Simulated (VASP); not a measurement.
# TaN (I4/mmm) in VASP: single point with PBEsol

Aim: the single point of TaN with PBEsol.

Program: VASP 6.6.1. These are calculated values, not measurements. Logs are shortened: lines on timing, memory, paths and dates and some standing lists are left out, and cuts for length are marked.

### 1 The cell of the first run

It takes space group I4/mmm (No. 139, tetragonal). The conventional cell has a = 3.048 Å, b = 3.048 Å, c = 4.441 Å, α = 90.00°, β = 90.00°, γ = 90.00°. Ta (site symmetry 4/mmm) has 6 N at 2.16 to 2.22 Å within 2.9 Å. N (site symmetry 4/mmm) has 6 Ta at 2.16 to 2.22 Å within 2.9 Å.

### 2 Single point, PBEsol (strain -0.015 along x and y, +0.015 along z)

INCAR reads:

```
PREC = Accurate
ENCUT = 700
EDIFF = 1E-6
ISMEAR = 0
SIGMA = 0.15
LREAL = F
LASPH = T
NELM = 120
ALGO = Normal
ISIF = 2
LWAVE = F
LCHARG = F
GGA = PS
NBANDS = 16
GGA_COMPAT = F
```

KPOINTS reads:

```
Automatic mesh
0
Gamma
  24 24 24
```

POSCAR reads:

```
TaN
1.0
    0.0000000000      2.1550270330      2.2206623742
    2.1550270330      0.0000000000      2.2206623742
    2.1550270330      2.1550270330      0.0000000000
Ta N
1 1
Direct
    0.5000000000      0.5000000000      0.5000000000
    0.0000000000      0.0000000000      0.0000000000
```

Potentials or basis: VASP PAW PBE potentials, release 64 (Ta_sv_GW, N).

Command:

```
> cat potpaw_PBE.64/Ta_sv_GW/POTCAR potpaw_PBE.64/N/POTCAR > POTCAR
> mpirun -np 1 vasp_std > vasp.out
```

OUTCAR:

```text
PREC = Accurate
   ENCUT = 700
   EDIFF = 1E-6
   ISMEAR = 0
   LREAL = F
   LASPH = T
   NELM = 120
   ISIF = 2
   GGA = PS

 ion  position               nearest neighbor table
   1  0.500  0.500  0.500-   2 2.16   2 2.16   2 2.16   2 2.16   2 2.22   2 2.22
   2  0.000  0.000  0.000-   1 2.16   1 2.16   1 2.16   1 2.16   1 2.22   1 2.22

  LATTYP: Found a body centered tetragonal cell.
 ALAT       =     3.0476684573
 C/A-ratio  =     1.4572860567

  Lattice vectors:

 A1 = (  -2.1550270330,   0.0000000000,   2.2206623742)
 A2 = (   2.1550270330,   0.0000000000,   2.2206623742)
 A3 = (   0.0000000000,   2.1550270330,  -2.2206623742)

Analysis of symmetry for initial positions (statically):
=====================================================================
 Subroutine PRICEL returns:
 Original cell was already a primitive cell.

 Routine SETGRP: Setting up the symmetry group for a
 body centered tetragonal supercell.

 Subroutine GETGRP returns: Found 16 space group operations
 (whereof 16 operations were pure point group operations)
 out of a pool of 16 trial point group operations.

The static configuration has the point symmetry D_4h.

Analysis of symmetry for dynamics (positions and initial velocities):
=====================================================================
 Subroutine PRICEL returns:
 Original cell was already a primitive cell.

 Routine SETGRP: Setting up the symmetry group for a
 body centered tetragonal supercell.

 Subroutine GETGRP returns: Found 16 space group operations
 (whereof 16 operations were pure point group operations)
 out of a pool of 16 trial point group operations.

The dynamic configuration has the point symmetry D_4h.

 Subroutine INISYM returns: Found 16 space group operations
 (whereof 16 operations are pure point group operations),
 and found     1 'primitive' translations

----------------------------------------------------------------------------------------

                                     Primitive cell

  volume of cell :      20.6261

  direct lattice vectors                    reciprocal lattice vectors
     0.000000000  2.155027033  2.220662374    -0.232015651  0.232015651  0.225158046
     2.155027033  0.000000000  2.220662374     0.232015651 -0.232015651  0.225158046
     2.155027033  2.155027033  0.000000000     0.232015651  0.232015651 -0.225158046

  length of vectors
     3.094427717  3.094427717  3.047668457     0.397943049  0.397943049  0.397943049

  position of ions in fractional coordinates (direct lattice)
     0.500000000  0.500000000  0.500000000
     0.000000000  0.000000000  0.000000000

  ion indices of the primitive-cell ions
   primitive index   ion index
                 1           1
                 2           2

----------------------------------------------------------------------------------------

 KPOINTS: Automatic mesh

Automatic generation of k-mesh.
 Grid dimensions read from file:
 generate k-points for:   24   24   24

 Generating k-lattice:

  Cartesian coordinates                     Fractional coordinates (reciprocal lattice)
    -0.009667319  0.009667319  0.009381585     0.041666667  0.000000000  0.000000000
     0.009667319 -0.009667319  0.009381585     0.000000000  0.041666667  0.000000000
     0.009667319  0.009667319 -0.009381585     0.000000000  0.000000000  0.041666667

  Length of vectors
     0.016580960  0.016580960  0.016580960

  Shift w.r.t. Gamma in fractional coordinates (k-lattice)
     0.000000000  0.000000000  0.000000000

 Subroutine IBZKPT returns following result:
 ===========================================

 Found   1063 irreducible k-points:

 Following reciprocal coordinates:
            Coordinates               Weight
  0.000000  0.000000  0.000000      1.000000
  0.041667  0.000000  0.000000      8.000000
  0.083333  0.000000  0.000000      8.000000
  0.125000 -0.000000  0.000000      8.000000
  0.166667  0.000000  0.000000      8.000000
  0.208333 -0.000000  0.000000      8.000000
[... 16 lines left out ...]
  0.416667  0.041667  0.000000      8.000000
  0.458333  0.041667  0.000000      8.000000
 [... further k-points ...]
   k-points           NKPTS =   1063   k-points in BZ     NKDIM =   1063   number of bands    NBANDS=     16
   number of dos      NEDOS =    301   number of ions     NIONS =      2
   total plane-waves  NPLWV =  21952
   dimension x,y,z NGX =    28 NGY =   28 NGZ =   28
   dimension x,y,z NGXF=    56 NGYF=   56 NGZF=   56
   ions per type =               1   1
   NGX,Y,Z   is equivalent  to a cutoff of  15.04, 15.04, 15.27 a.u.
   NGXF,Y,Z  is equivalent  to a cutoff of  30.09, 30.09, 30.55 a.u.
 SYSTEM =  unknown system
   PREC   = accura    normal or accurate (medium, high low for compatibility)
   ISTART =      0    job   : 0-new  1-cont  2-samecut
   ICHARG =      2    charge: 1-file 2-atom 10-const
   ISPIN  =      1    spin polarized calculation?
   LNONCOLLINEAR =      F non collinear calculations
   LSORBIT =      F    spin-orbit coupling
   LASPH  =      T    aspherical Exc in radial PAW
   ENCUT  =  700.0 eV  51.45 Ry    7.17 a.u.   6.68  6.68  6.57*2*pi/ulx,y,z
   NELM   =    120;   NELMIN=  2; NELMDL= -5     # of ELM steps
   EDIFF  = 0.1E-05   stopping-criterion for ELM
   LREAL  =      F    real-space projection
   EDIFFG = 0.1E-04   stopping-criterion for IOM
   NSW    =      0    number of steps for IOM
   IBRION =     -1    ionic relax: 0-MD 1-quasi-New 2-CG
   NFREE  =      0    steps in history (QN), initial steepest desc. (CG)
   ISIF   =      2    stress and relaxation
   ISYM   =      2    0-nonsym 1-usesym 2-fastsym
   POTIM  = 0.5000    time-step for ionic-motion
   TEBEG  =    0.0;   TEEND  =   0.0 temperature during run
   PSTRESS=    0.0 pullay stress
   NELECT =      18.0000    total number of electrons
   NUPDOWN=      -1.0000    fix difference up-down
   EMIN   =  10.00;   EMAX   =-10.00  energy-range for DOS
   EFERMI =   0.00;   METHOD = LEGACY
   ISMEAR =     0;   SIGMA  =   0.15  broadening in eV -4-tet -1-fermi 0-gaus
   EFERMI_NEDOS =   21; number of points for ismear=-14 and -15
   IALGO  =     38    algorithm
   IMIX   =      4    mixing-type and parameters
     AMIX     =   0.40;   BMIX     =  1.00
     AMIX_MAG =   1.60;   BMIX_MAG =  1.00
  volume/ion in A,a.u.               =      10.31        69.60
  Fermi-wavevector in a.u.,A,eV,Ry     =   1.564443  2.956368 33.300002  2.447481
  Thomas-Fermi vector in A             =   2.667066
   LORBIT       =      0    0 simple, 1 ext, 2 COOP (PROOUT), +10 PAW based schemes
   GGA     = PS    functional components
   LHFCALC =     F    Hartree Fock is set to
   AEXX    =    0.0000 exact exchange contribution
   IVDW    =     0    specifies the selected vdW correction
   LEPSILON=     F    determine dielectric tensor
   LRPA    =     F    only Hartree local field effects (RPA)
 non-spin polarized calculation
 Gauss-broadening in eV      SIGMA  =   0.15
  energy-cutoff  :      700.00
  volume of cell :       20.63
 maximum number of plane-waves:       901
   NGX = 13   NGY = 13   NGZ = 13

 number of electron      17.9999999 magnetization

 Free energy of the ion-electron system (eV)
  ---------------------------------------------------
  ext. energy  EPLUGINS =         0.00000000
  ---------------------------------------------------
  free energy    TOTEN  =       -25.73483052 eV

  energy without entropy =      -25.72514806  energy(sigma->0) =      -25.72998929

 E-fermi :  14.1149     XC(G=0): -14.1360

 val. band max:       14.1127864638   @ k =   0.3750   0.1667   0.1250
 cond. band min:      14.1165974266   @ k =  -0.2500   0.4583   0.2083
 fundamental gap:      0.0038109627
 Fermi energy:        14.1149188308

 k-point     1 :       0.0000    0.0000    0.0000
  band No.  band energies     occupation
      1     -55.3270      2.00000
      2     -21.5081      2.00000
      3     -21.4977      2.00000
      4     -21.4977      2.00000
      5      -4.9268      2.00000
      6      10.1413      2.00000
[... 8 lines left out ...]
     15      23.2663      0.00000
     16      38.5595      0.00000

 k-point     2 :       0.0417    0.0000    0.0000
  band No.  band energies     occupation
      1     -55.3259      2.00000
      2     -21.5204      2.00000
      3     -21.5053      2.00000
      4     -21.4988      2.00000
      5      -4.8813      2.00000
      6       9.9276      2.00000
[... 8 lines left out ...]
     15      23.4031      0.00000
     16      37.7368      0.00000

 k-point     3 :       0.0833    0.0000    0.0000
  band No.  band energies     occupation
      1     -55.3226      2.00000
      2     -21.5716      2.00000
      3     -21.5123      2.00000
      4     -21.5024      2.00000
      5      -4.7471      2.00000
      6       9.3627      2.00000
[... 8 lines left out ...]
     15      23.8006      0.00000
     16      36.3113      0.00000

 k-point     4 :       0.1250   -0.0000    0.0000
  band No.  band energies     occupation
      1     -55.3174      2.00000
      2     -21.6538      2.00000
      3     -21.5217      2.00000
      4     -21.5080      2.00000
      5      -4.5308      2.00000
      6       8.6349      2.00000
[... 8 lines left out ...]
     15      24.4186      0.00000
     16      34.7984      0.00000
[... 324 lines left out ...]
 k-point    22 :       0.3750    0.0417    0.0000
  band No.  band energies     occupation
      1     -55.2727      2.00000
      2     -22.2993      2.00000
      3     -21.5994      2.00000
      4     -21.5674      2.00000
      5      -2.4580      2.00000
      6       4.5516      2.00000
[... 8 lines left out ...]
     15      26.0828      0.00000
     16      28.4275      0.00000

 k-point    23 :       0.4167    0.0417    0.0000
  band No.  band energies     occupation
      1     -55.2668      2.00000
      2     -22.3796      2.00000
      3     -21.6120      2.00000
      4     -21.5710      2.00000
      5      -2.1102      2.00000
      6       4.0675      2.00000
[... 8 lines left out ...]
     15      25.9142      0.00000
     16      27.5130      0.00000

 k-point    24 :       0.4583    0.0417    0.0000
  band No.  band energies     occupation
      1     -55.2628      2.00000
      2     -22.4346      2.00000
      3     -21.6217      2.00000
      4     -21.5722      2.00000
      5      -1.8453      2.00000
      6       3.7160      2.00000
[... 8 lines left out ...]
     15      25.8538      0.00000
     16      26.8551      0.00000

 [... further k-points ...]

------------------------ aborting loop because EDIFF is reached ----------------------------------------

  FORCE on cell =-STRESS in cart. coord.  units (eV):
  Direction    XX          YY          ZZ          XY          YZ          ZX
  --------------------------------------------------------------------------------------
  -------------------------------------------------------------------------------------
  Total        1.6544535      1.6544535     -0.7801708      0.0000000      0.0000000     -0.0000000
  in kB      128.5130350    128.5130350    -60.6013499      0.0000000      0.0000000     -0.0000000
  external PRESSURE =      65.4749067 kB  Pullay stress =       0.0000000 kB

 VOLUME and BASIS-vectors are now :
 -----------------------------------------------------------------------------
  energy-cutoff  :      700.00
  volume of cell :       20.63
      direct lattice vectors                 reciprocal lattice vectors
     0.000000000  2.155027033  2.220662374    -0.232015651  0.232015651  0.225158046
     2.155027033  0.000000000  2.220662374     0.232015651 -0.232015651  0.225158046
     2.155027033  2.155027033  0.000000000     0.232015651  0.232015651 -0.225158046

 POSITION                                       TOTAL-FORCE (eV/Angst)
 -----------------------------------------------------------------------------------
      2.15503      2.15503      2.22066         0.000000      0.000000      0.000000
      0.00000      0.00000      0.00000        -0.000000     -0.000000      0.000000
 -----------------------------------------------------------------------------------
    total drift:                                0.000000      0.000000      0.000000

  FREE ENERGIE OF THE ION-ELECTRON SYSTEM (eV)
  ---------------------------------------------------
  free  energy   TOTEN  =       -25.7348305230 eV

  energy  without entropy=      -25.7251480627  energy(sigma->0) =      -25.72998929
```

Wall time 5.9 min (1 thread of Intel Xeon Platinum 8488C (Sapphire Rapids), shared host); peak memory 0.68 GiB.

What came out:

```
Free energy            : -25.7348 eV
Pressure               : 6.5 GPa
Band gap on the k mesh : zero (bands 9 and 10 overlap by 4.08 eV)
```

Stress tensor (GPa, compression positive):
```
12.85  0.00  0.00
 0.00 12.85  0.00
 0.00  0.00 -6.06
```

Levels at points of the mesh, in eV from the Fermi level:
```tsv
k point	band 7	band 8	band 9	band 10	band 11	band 12
(0.00, 0.00, 0.00)	-3.83	-3.83	-2.45	-2.07	-2.07	-0.33
(0.50, 0.00, 0.00)	-7.83	-7.81	1.92	2.05	2.21	3.86
(0.50, 0.50, 0.00)	-5.67	-4.57	-4.57	2.19	3.75	3.75
(0.50, 0.00, 0.50)	-5.71	-4.79	-4.66	2.16	3.54	3.97
```

Caveat: the cell differs from its parent crystal (strain -0.015 along x and y, +0.015 along z); the stress differs along the axes, from -6 to 13 GPa; the PAW data sets were made with another functional, which shifts forces and pressure a little; spin-orbit coupling is left out, which moves the levels of the heavy elements.
